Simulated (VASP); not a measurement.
# Te2Mo (P-3m1) in VASP: further runs

The runs below take Te2Mo through single point, with PBE.

Everything below comes from runs of VASP 6.6.1. Logs are shortened: lines on timing, memory, paths and dates and some standing lists are left out, and cuts for length are marked.

**1. The cell of the first run**

Symmetry: P-3m1, No. 164, trigonal system. Conventional cell: a = 3.519 Å, b = 3.519 Å, c = 7.214 Å, α = 90.00°, β = 90.00°, γ = 120.00°. Mo (site symmetry -3m) has 6 Te at 2.73 Å and 6 Mo at 3.52 Å within 3.6 Å. Te (site symmetry 3m) has 3 Mo at 2.73 Å and 6 Te at 3.52 Å within 3.6 Å.

**2. Single point, PBE**

INCAR reads:

```
SYSTEM = Te2Mo
PREC     = Accurate       ! precision mode
ENCUT    = 520            ! plane-wave cutoff, eV
EDIFF    = 1E-6           ! SCF threshold, eV
ISMEAR   = 1              ! smearing method
SIGMA    = 0.5            ! smearing width, eV
LREAL    = .False.        ! projectors in reciprocal space
LASPH    = .True.         ! aspherical terms in the spheres
NELM     = 80             ! most SCF steps
ALGO     = Normal         ! electronic algorithm
ISIF     = 2              ! what is computed and relaxed
LWAVE    = .False.        ! write WAVECAR
LCHARG   = .False.        ! write CHGCAR
GGA      = PE             ! functional
NBANDS   = 20             ! bands
```

KPOINTS reads:

```
Automatic mesh
0
Gamma
  6 6 4
  0 0 0
```

POSCAR reads:

```
Te2Mo
1.0
    3.5194545122      0.0000000000      0.0000000000
   -1.7597272561      3.0479370150      0.0000000000
    0.0000000000      0.0000000000      7.2144528865
Mo Te
1 2
Direct
    0.0000000000      0.0000000000      0.0000000000
    0.3333333333      0.6666666667      0.2534156080
    0.6666666667      0.3333333333      0.7465843920
```

Potentials or basis: VASP PAW PBE potentials, release 64 (Mo_sv, Te).

Started as:

```console
$ cat potpaw_PBE.64/Mo_sv/POTCAR potpaw_PBE.64/Te/POTCAR > POTCAR
$ mpirun -np 1 vasp_std > vasp.out
```

OUTCAR:

```text
SYSTEM = Te2Mo
   PREC = Accurate
   ENCUT = 520
   EDIFF = 1E-6
   ISMEAR = 1
   LREAL = .False.
   LASPH = .True.
   NELM = 80
   ISIF = 2
   GGA = PE

 ion  position               nearest neighbor table
   1  0.000  0.000  0.000-   2 2.73   3 2.73   2 2.73   3 2.73   3 2.73   2 2.73
   2  0.333  0.667  0.253-   1 2.73   1 2.73   1 2.73
   3  0.667  0.333  0.747-   1 2.73   1 2.73   1 2.73

  LATTYP: Found a hexagonal cell.
 ALAT       =     3.5194545122
 C/A-ratio  =     2.0498781449

  Lattice vectors:

 A1 = (   3.5194545122,   0.0000000000,   0.0000000000)
 A2 = (  -1.7597272561,   3.0479370150,   0.0000000000)
 A3 = (   0.0000000000,   0.0000000000,   7.2144528865)

Analysis of symmetry for initial positions (statically):
=====================================================================
 Subroutine PRICEL returns:
 Original cell was already a primitive cell.

 Routine SETGRP: Setting up the symmetry group for a
 hexagonal supercell.

 Subroutine GETGRP returns: Found 12 space group operations
 (whereof 12 operations were pure point group operations)
 out of a pool of 24 trial point group operations.

The static configuration has the point symmetry D_3d.

Analysis of symmetry for dynamics (positions and initial velocities):
=====================================================================
 Subroutine PRICEL returns:
 Original cell was already a primitive cell.

 Routine SETGRP: Setting up the symmetry group for a
 hexagonal supercell.

 Subroutine GETGRP returns: Found 12 space group operations
 (whereof 12 operations were pure point group operations)
 out of a pool of 24 trial point group operations.

The dynamic configuration has the point symmetry D_3d.

 Subroutine INISYM returns: Found 12 space group operations
 (whereof 12 operations are pure point group operations),
 and found     1 'primitive' translations

----------------------------------------------------------------------------------------

                                     Primitive cell

  volume of cell :      77.3900

  direct lattice vectors                    reciprocal lattice vectors
     3.519454512  0.000000000  0.000000000     0.284134941  0.164045385  0.000000000
    -1.759727256  3.047937015  0.000000000     0.000000000  0.328090769  0.000000000
     0.000000000  0.000000000  7.214452887     0.000000000  0.000000000  0.138610649

  length of vectors
[... 82 lines left out ...]
   NELM   =     80;   NELMIN=  2; NELMDL= -5     # of ELM steps
   EDIFF  = 0.1E-05   stopping-criterion for ELM
   LREAL  =      F    real-space projection
   EDIFFG = 0.1E-04   stopping-criterion for IOM
   NSW    =      0    number of steps for IOM
   IBRION =     -1    ionic relax: 0-MD 1-quasi-New 2-CG
   NFREE  =      0    steps in history (QN), initial steepest desc. (CG)
   ISIF   =      2    stress and relaxation
   ISYM   =      2    0-nonsym 1-usesym 2-fastsym
   POTIM  = 0.5000    time-step for ionic-motion
   TEBEG  =    0.0;   TEEND  =   0.0 temperature during run
   PSTRESS=    0.0 pullay stress
   NELECT =      26.0000    total number of electrons
   NUPDOWN=      -1.0000    fix difference up-down
   EMIN   =  10.00;   EMAX   =-10.00  energy-range for DOS
   EFERMI =   0.00;   METHOD = LEGACY
   ISMEAR =     1;   SIGMA  =   0.50  broadening in eV -4-tet -1-fermi 0-gaus
   EFERMI_NEDOS =   21; number of points for ismear=-14 and -15
   IALGO  =     38    algorithm
   IMIX   =      4    mixing-type and parameters
     AMIX     =   0.40;   BMIX     =  1.00
     AMIX_MAG =   1.60;   BMIX_MAG =  1.00
  volume/ion in A,a.u.               =      25.80       174.08
  Fermi-wavevector in a.u.,A,eV,Ry     =   1.138075  2.150651 17.622478  1.295216
  Thomas-Fermi vector in A             =   2.274780
   LORBIT       =      0    0 simple, 1 ext, 2 COOP (PROOUT), +10 PAW based schemes
   GGA     = PE    functional components
   LHFCALC =     F    Hartree Fock is set to
   AEXX    =    0.0000 exact exchange contribution
   IVDW    =     0    specifies the selected vdW correction
   LEPSILON=     F    determine dielectric tensor
   LRPA    =     F    only Hartree local field effects (RPA)
 non-spin polarized calculation
 Methfessel and Paxton  Order N= 1 SIGMA  =   0.50
  energy-cutoff  :      520.00
  volume of cell :       77.39
 maximum number of plane-waves:      2138
 NGX is ok and might be reduce to    28
   NGX = 13   NGY = 13   NGZ = 27

 number of electron      25.9999998 magnetization

 Free energy of the ion-electron system (eV)
  ---------------------------------------------------
  ext. energy  EPLUGINS =         0.00000000
  ---------------------------------------------------
  free energy    TOTEN  =       -17.47486733 eV

  energy without entropy =      -17.53011986  energy(sigma->0) =      -17.49328484

 E-fermi :   8.2640     XC(G=0): -10.2567

 val. band max:        8.2006595734   @ k =   0.3333   0.3333   0.5000
 cond. band min:       8.4082765794   @ k =   0.1667   0.1667   0.5000
 fundamental gap:      0.2076170060
 Fermi energy:         8.2640452426

 k-point     1 :       0.0000    0.0000    0.0000
  band No.  band energies     occupation
      1     -53.1051      2.00000
      2     -27.2159      2.00000
      3     -27.1679      2.00000
      4     -27.1679      2.00000
      5      -5.1517      2.00000
      6      -4.0239      2.00000
[... 541 lines left out ...]
     19      13.8522     -0.00000
     20      13.9581     -0.00000

------------------------ aborting loop because EDIFF is reached ----------------------------------------

  FORCE on cell =-STRESS in cart. coord.  units (eV):
  Direction    XX          YY          ZZ          XY          YZ          ZX
  --------------------------------------------------------------------------------------
  -------------------------------------------------------------------------------------
  Total        0.5349330      0.5349330      1.5517941      0.0000000      0.0000000      0.0000000
  in kB       11.0745288     11.0745288     32.1262425      0.0000000      0.0000000      0.0000000
  external PRESSURE =      18.0917667 kB  Pullay stress =       0.0000000 kB

 VOLUME and BASIS-vectors are now :
 -----------------------------------------------------------------------------
  energy-cutoff  :      520.00
  volume of cell :       77.39
      direct lattice vectors                 reciprocal lattice vectors
     3.519454512  0.000000000  0.000000000     0.284134941  0.164045385  0.000000000
    -1.759727256  3.047937015  0.000000000     0.000000000  0.328090769  0.000000000
     0.000000000  0.000000000  7.214452887     0.000000000  0.000000000  0.138610649

 POSITION                                       TOTAL-FORCE (eV/Angst)
 -----------------------------------------------------------------------------------
      0.00000      0.00000      0.00000        -0.000000      0.000000      0.000000
     -0.00000      2.03196      1.82825         0.000000     -0.000000      0.248844
      1.75973      1.01598      5.38620        -0.000000      0.000000     -0.248844
 -----------------------------------------------------------------------------------
    total drift:                               -0.000000     -0.000000     -0.000000

  FREE ENERGIE OF THE ION-ELECTRON SYSTEM (eV)
  ---------------------------------------------------
  free  energy   TOTEN  =       -17.4748673315 eV

  energy  without entropy=      -17.5301198631  energy(sigma->0) =      -17.49328484
```

OSZICAR:

```text
N       E                     dE             d eps       ncg     rms          rms(c)
DAV:   1     0.162023832717E+03    0.16202E+03   -0.12150E+04  1024   0.116E+03
DAV:   2    -0.115740513512E+02   -0.17360E+03   -0.16939E+03  1212   0.283E+02
DAV:   3    -0.180104500563E+02   -0.64364E+01   -0.63698E+01  1176   0.484E+01
DAV:   4    -0.181063023818E+02   -0.95852E-01   -0.95797E-01  1256   0.610E+00
DAV:   5    -0.181074120736E+02   -0.11097E-02   -0.11097E-02  1108   0.595E-01    0.149E+01
DAV:   6    -0.177449733854E+02    0.36244E+00   -0.45532E+00  1012   0.116E+01    0.639E+00
DAV:   7    -0.176154692593E+02    0.12950E+00   -0.32608E+00  1028   0.818E+00    0.410E+00
DAV:   8    -0.174744298341E+02    0.14104E+00   -0.65923E-01  1036   0.417E+00    0.128E+00
DAV:   9    -0.174758655804E+02   -0.14357E-02   -0.39507E-02  1112   0.107E+00    0.492E-01
DAV:  10    -0.174748293694E+02    0.10362E-02   -0.86167E-03  1032   0.606E-01    0.143E-01
DAV:  11    -0.174748872384E+02   -0.57869E-04   -0.28046E-04  1124   0.105E-01    0.563E-02
DAV:  12    -0.174748601261E+02    0.27112E-04   -0.34580E-05  1068   0.404E-02    0.392E-02
DAV:  13    -0.174748672867E+02   -0.71606E-05   -0.19660E-05  1024   0.264E-02    0.755E-03
DAV:  14    -0.174748673315E+02   -0.44748E-07   -0.68350E-07   752   0.496E-03
   1 F= -.17474867E+02 E0= -.17493285E+02  d E =0.552525E-01
```

Wall time 23 s (1 thread of Intel Xeon Platinum 8488C (Sapphire Rapids), shared host); peak memory 0.21 GiB.

Results:

* Free energy: -17.4749 eV
* Pressure: 1.8 GPa
* Largest force: 0.249 eV/Å
* Band gap on the k mesh: zero (band 13 reaches 8.71 eV, above the bottom of band 14 at 8.20 eV)

Forces in eV/Å, atoms in the order of the input:
```
Mo   0.000  0.000  0.000
Te   0.000  0.000  0.249
Te   0.000  0.000 -0.249
```

Stress tensor (GPa, compression positive):
```
1.11 0.00 0.00
0.00 1.11 0.00
0.00 0.00 3.21
```

Levels at points of the mesh, in eV from the Fermi level:
```tsv
k point	band 11	band 12	band 13	band 14	band 15	band 16
(0.00, 0.00, 0.00)	-1.38	-0.84	-0.84	1.35	1.35	3.43
(0.50, 0.00, 0.00)	-2.92	-1.68	-0.88	0.59	0.90	2.34
(0.00, 0.00, 0.50)	-0.84	-0.84	-0.65	1.22	1.22	3.65
(0.50, 0.00, 0.50)	-2.08	-1.92	-0.64	0.59	1.08	2.72
```

Caveat: spin-orbit coupling is left out, which moves the levels of the heavy elements; this functional lacks dispersion, which binds the layers, so the pressure and a relaxed spacing across them are unreliable.

**3. Single point, PBE, collinear spin, zero start**

INCAR reads:

```
PREC = Accurate
ENCUT = 520
EDIFF = 1E-6
ISMEAR = -1
SIGMA = 0.02
LREAL = False
LASPH = True
NELM = 150
ALGO = Normal
ISIF = 2
LWAVE = False
LCHARG = False
ISPIN = 2
MAGMOM = 0 0 0
LORBIT = 11
LMAXMIX = 4
GGA = PE
NBANDS = 24
```

KPOINTS reads:

```
Automatic mesh
0
Gamma
  6 6 4
```

POSCAR is that of step 2.

Potentials or basis: VASP PAW PBE potentials, release 64 (Mo_sv, Te).

Started as:

```console
$ cat potpaw_PBE.64/Mo_sv/POTCAR potpaw_PBE.64/Te/POTCAR > POTCAR
$ mpirun -np 1 vasp_std > vasp.out
```

OUTCAR:

```text
PREC = Accurate
   ENCUT = 520
   EDIFF = 1E-6
   ISMEAR = -1
   LREAL = False
   LASPH = True
   NELM = 150
   ISIF = 2
   ISPIN = 2
   LORBIT = 11
   GGA = PE

 ion  position               nearest neighbor table
   1  0.000  0.000  0.000-   2 2.73   3 2.73   2 2.73   3 2.73   3 2.73   2 2.73
   2  0.333  0.667  0.253-   1 2.73   1 2.73   1 2.73
   3  0.667  0.333  0.747-   1 2.73   1 2.73   1 2.73

  LATTYP: Found a hexagonal cell.
 ALAT       =     3.5194545122
 C/A-ratio  =     2.0498781449

  Lattice vectors:

 A1 = (   3.5194545122,   0.0000000000,   0.0000000000)
 A2 = (  -1.7597272561,   3.0479370150,   0.0000000000)
 A3 = (   0.0000000000,   0.0000000000,   7.2144528865)

Analysis of symmetry for initial positions (statically):
=====================================================================
 Subroutine PRICEL returns:
 Original cell was already a primitive cell.

 Routine SETGRP: Setting up the symmetry group for a
 hexagonal supercell.

[... 1490 lines left out ...]

------------------------ aborting loop because EDIFF is reached ----------------------------------------

  FORCE on cell =-STRESS in cart. coord.  units (eV):
  Direction    XX          YY          ZZ          XY          YZ          ZX
  --------------------------------------------------------------------------------------
  -------------------------------------------------------------------------------------
  Total        0.5842997      0.5842997      1.6282613     -0.0000000     -0.0000000      0.0000000
  in kB       12.0965488     12.0965488     33.7093165     -0.0000000     -0.0000000      0.0000000
  external PRESSURE =      19.3008047 kB  Pullay stress =       0.0000000 kB

 VOLUME and BASIS-vectors are now :
 -----------------------------------------------------------------------------
  energy-cutoff  :      520.00
  volume of cell :       77.39
      direct lattice vectors                 reciprocal lattice vectors
     3.519454512  0.000000000  0.000000000     0.284134941  0.164045385  0.000000000
    -1.759727256  3.047937015  0.000000000     0.000000000  0.328090769  0.000000000
     0.000000000  0.000000000  7.214452887     0.000000000  0.000000000  0.138610649

 POSITION                                       TOTAL-FORCE (eV/Angst)
 -----------------------------------------------------------------------------------
      0.00000      0.00000      0.00000         0.000000      0.000000      0.000000
     -0.00000      2.03196      1.82825        -0.000000      0.000000      0.254389
      1.75973      1.01598      5.38620         0.000000     -0.000000     -0.254389
 -----------------------------------------------------------------------------------
    total drift:                               -0.000000     -0.000000     -0.000000

  FREE ENERGIE OF THE ION-ELECTRON SYSTEM (eV)
  ---------------------------------------------------
  free  energy   TOTEN  =       -17.4965456117 eV

  energy  without entropy=      -17.4936561703  energy(sigma->0) =      -17.49510089

 total charge

# of ion       s       p       d       tot
------------------------------------------
    1        2.253   6.143   3.958  12.354
    2        1.390   1.956   0.064   3.409
    3        1.390   1.956   0.064   3.409
--------------------------------------------------
tot          5.032  10.055   4.085  19.172

 magnetization (x)

# of ion       s       p       d       tot
------------------------------------------
    1        0.000   0.000   0.000   0.000
    2        0.000  -0.000   0.000  -0.000
    3        0.000  -0.000   0.000  -0.000
--------------------------------------------------
tot          0.000  -0.000   0.000   0.000
```

OSZICAR:

```text
N       E                     dE             d eps       ncg     rms          rms(c)
DAV:   1     0.151506666131E+03    0.15151E+03   -0.12026E+04  2472   0.964E+02
DAV:   2    -0.124272473247E+02   -0.16393E+03   -0.15779E+03  2824   0.242E+02
DAV:   3    -0.180467925191E+02   -0.56195E+01   -0.55747E+01  2944   0.402E+01
DAV:   4    -0.181250334521E+02   -0.78241E-01   -0.78228E-01  2872   0.496E+00
DAV:   5    -0.181263293001E+02   -0.12958E-02   -0.12958E-02  2984   0.575E-01    0.152E+01
DAV:   6    -0.177657946953E+02    0.36053E+00   -0.39010E+00  2392   0.959E+00    0.653E+00
DAV:   7    -0.176389020651E+02    0.12689E+00   -0.28400E+00  2344   0.679E+00    0.427E+00
DAV:   8    -0.174956739165E+02    0.14323E+00   -0.60262E-01  2528   0.350E+00    0.108E+00
DAV:   9    -0.174973437174E+02   -0.16698E-02   -0.28206E-02  2808   0.823E-01    0.544E-01
DAV:  10    -0.174965044888E+02    0.83923E-03   -0.32532E-03  2584   0.348E-01    0.184E-01
DAV:  11    -0.174965463939E+02   -0.41905E-04   -0.16728E-04  2760   0.732E-02    0.109E-01
DAV:  12    -0.174965358287E+02    0.10565E-04   -0.84352E-05  2624   0.463E-02    0.323E-02
DAV:  13    -0.174965451253E+02   -0.92965E-05   -0.11814E-05  2672   0.199E-02    0.162E-02
DAV:  14    -0.174965456117E+02   -0.48645E-06   -0.67289E-07  2248   0.462E-03
   1 F= -.17496546E+02 E0= -.17495101E+02  d E =-.288944E-02  mag=     0.0000
```

stdout:

```text
POSCAR found type information on POSCAR MoTe
 POSCAR found :  2 types and       3 ions
 scaLAPACK will be used
 LDA part: xc-table for (Slater+PW92), standard interpolation
 POSCAR, INCAR and KPOINTS ok, starting setup
 FFT: planning ... GRIDC
 FFT: planning ... GRID_SOFT
 FFT: planning ... GRID
 WAVECAR not read
 entering main loop
```

Run time: 52 s. Hardware: 1 thread of Intel Xeon Platinum 8488C (Sapphire Rapids), shared host; peak memory 0.26 GiB.

What came out:

| Quantity | Value |
| --- | --- |
| Free energy | -17.4965 eV |
| Pressure | 1.9 GPa |
| Largest force | 0.254 eV/Å |
| Band gap on the k mesh | zero (filled and empty bands overlap) |
| Net moment | 0.00 μB per cell |
| Valence electrons inside the program's atomic spheres | Mo 12.35; Te 3.41 |

Forces in eV/Å, atoms in the order of the input:
```
Mo   0.000  0.000  0.000
Te   0.000  0.000  0.254
Te   0.000  0.000 -0.254
```

Stress tensor (GPa, compression positive):
```
1.21 0.00 0.00
0.00 1.21 0.00
0.00 0.00 3.37
```

Caveat: spin-orbit coupling is left out, which moves the levels of the heavy elements; this functional lacks dispersion, which binds the layers, so the pressure and a relaxed spacing across them are unreliable.
